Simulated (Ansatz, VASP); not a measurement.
**LiF in VASP and in Ansatz**

Contents of POSCAR:

```
LiF
1.0
    0.0000000000      2.0140000000      2.0140000000
    2.0140000000      0.0000000000      2.0140000000
    2.0140000000      2.0140000000      0.0000000000
F Li
1 1
Direct
    0.5000000000      0.5000000000      0.5000000000
    0.0000000000      0.0000000000      0.0000000000
```

The input INCAR.step1:

```
PREC     = Accurate       # precision mode
ENCUT    = 520            # plane-wave cutoff, eV
EDIFF    = 1E-5           # SCF threshold, eV
ISMEAR   = -1             # smearing method
SIGMA    = 0.05           # smearing width, eV
LREAL    = F              # projectors in reciprocal space
LASPH    = T              # aspherical terms in the spheres
NELM     = 60             # most SCF steps
ALGO     = Normal         # electronic algorithm
ISIF     = 2              # what is computed and relaxed
LWAVE    = T              # write WAVECAR
LCHARG   = F              # write CHGCAR
NBANDS   = 12             # bands
GGA      = PE             # functional
```

INCAR.step2

```
PREC     = Accurate       # precision mode
ENCUT    = 520            # plane-wave cutoff, eV
EDIFF    = 1E-6           # SCF threshold, eV
ISMEAR   = -1             # smearing method
SIGMA    = 0.05           # smearing width, eV
LREAL    = F              # projectors in reciprocal space
LASPH    = T              # aspherical terms in the spheres
NELM     = 60             # most SCF steps
ALGO     = Normal         # electronic algorithm
ISIF     = 2              # what is computed and relaxed
LWAVE    = F              # write WAVECAR
LCHARG   = F              # write CHGCAR
GGA      = PE             # functional
LHFCALC  = T              # exact exchange
AEXX     = 0.15           # exact-exchange fraction
PRECFOCK = Normal       
NBANDS   = 12             # bands
ISTART   = 1
```

KPOINTS

```
regular mesh
0
Gamma
  7 7 7
```

The input input.yaml:

```yaml
crystal:
  lattice:
    - [0.0, 2.014, 2.014]
    - [2.014, 0.0, 2.014]
    - [2.014, 2.014, 0.0]
  atoms:
    - { symbol: F, position: [0.5, 0.5, 0.5] }
    - { symbol: Li, position: [0.0, 0.0, 0.0] }
hamiltonian:
  xc: { exchange: pbe, correlation: pbe, exx: { coeff: 0.15 } }
  pseudopotentials: { kind: paw }
kpoints:
  mp_grid: { grid: [7, 7, 7] }
scf:
  occupations: { method: fermi_dirac, width: 0.05 }
output:
  forces: true
  stress: true
  eigenvalues: true
```

Alike in both runs: task single point; functional PBE-based global hybrid with a share of 0.15 of exact exchange; k mesh 7 × 7 × 7; occupations fermi-dirac, width 0.05 eV; no spin polarisation.

|  | VASP | Ansatz |
| --- | --- | --- |
| version | VASP 6.6.1 | Ansatz 0.2.0 |
| potentials or method | VASP PAW PBE potentials, release 64 (F, Li_sv) | Ansatz PAW |
| plane-wave cutoff (eV) | 520 | 420 |
| valence electrons in the cell | 10 | 10 |

|  | VASP | Ansatz | Ansatz less VASP |
| --- | --- | --- | --- |
| gap on the k mesh at the Fermi level (eV) | 10.92 | 10.92 | +0.003 |
| least direct gap on the mesh (eV) | 10.92 | 10.92 | +0.003 |

VASP's potentials were made for PBE, not for PBE-based global hybrid. The functional is the same, so the differences come from potentials, cutoffs and numerics.

Noted on VASP's run: the cutoff is under 1.25 times that of the potentials, so the pressure is a little rough. Noted on Ansatz's run: odd divisions of the mesh miss points on the zone boundary, where band edges often lie, so the gap on the mesh can be too wide.
